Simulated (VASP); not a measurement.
Input of a VASP 6.6.1 run:

File INCAR:

```
SYSTEM = SnTeCl2
PREC     = Accurate       ! precision mode
ENCUT    = 600            ! plane-wave cutoff, eV
EDIFF    = 1E-7           ! SCF threshold, eV
ISMEAR   = 0              ! smearing method
SIGMA    = 0.1            ! smearing width, eV
LREAL    = .False.        ! projectors in reciprocal space
LASPH    = .True.         ! aspherical terms in the spheres
NELM     = 100            ! most SCF steps
ALGO     = Normal         ! electronic algorithm
ISIF     = 3              ! what is computed and relaxed
LWAVE    = .False.        ! write WAVECAR
LCHARG   = .False.        ! write CHGCAR
GGA      = PE             ! functional
IBRION   = 2              ! ionic algorithm
NSW      = 100            ! ionic steps
EDIFFG   = -0.01          ! ionic threshold
```

KPOINTS

```
Automatic mesh
0
Gamma
  12 12 6
  0 0 0
```

POSCAR

```
SnTeCl2
1.0
    4.3130671434      0.0000000000      0.0000000000
    0.0000000000      4.3130671434      0.0000000000
    0.0000000000      0.0000000000      7.8057476706
Sn Te Cl
1 1 2
Direct
    0.0000000000      0.0000000000      0.0000000000
    0.5000000000      0.5000000000      0.0000000000
    0.0000000000      0.0000000000      0.3121442992
    0.0000000000      0.0000000000      0.6878557008
```

Potentials or basis: VASP PAW PBE potentials, release 64 (Sn_d, Te, Cl).

Launch:

```console
$ cat potpaw_PBE.64/Sn_d/POTCAR potpaw_PBE.64/Te/POTCAR potpaw_PBE.64/Cl/POTCAR > POTCAR
$ mpirun -np 1 vasp_std > vasp.out
```

Problem. Predict the relaxed cell.

Solution. a = 4.309 Å, b = 4.309 Å, c = 8.014 Å, α = 90.00°, β = 90.00°, γ = 90.00°.

Problem. Estimate the relaxed volume.

Solution. 37.19 Å³/atom.

Problem. What does it give for the space group after relaxing (to 0.05 Å)?

Solution. P4/mmm (No. 123).

Final structure:
```yaml
crystal:
  lattice:
    - [4.30867, 0.00000, 0.00000]
    - [0.00000, 4.30867, 0.00000]
    - [0.00000, 0.00000, 8.01356]
  atoms:
    - { symbol: Sn, position: [0.00000, 0.00000, 0.00000] }
    - { symbol: Te, position: [0.50000, 0.50000, 0.00000] }
    - { symbol: Cl, position: [0.00000, 0.00000, 0.30311] }
    - { symbol: Cl, position: [0.00000, 0.00000, 0.69689] }
```

Caveat: this functional lacks dispersion, which binds the layers, so the pressure and a relaxed spacing across them are unreliable.
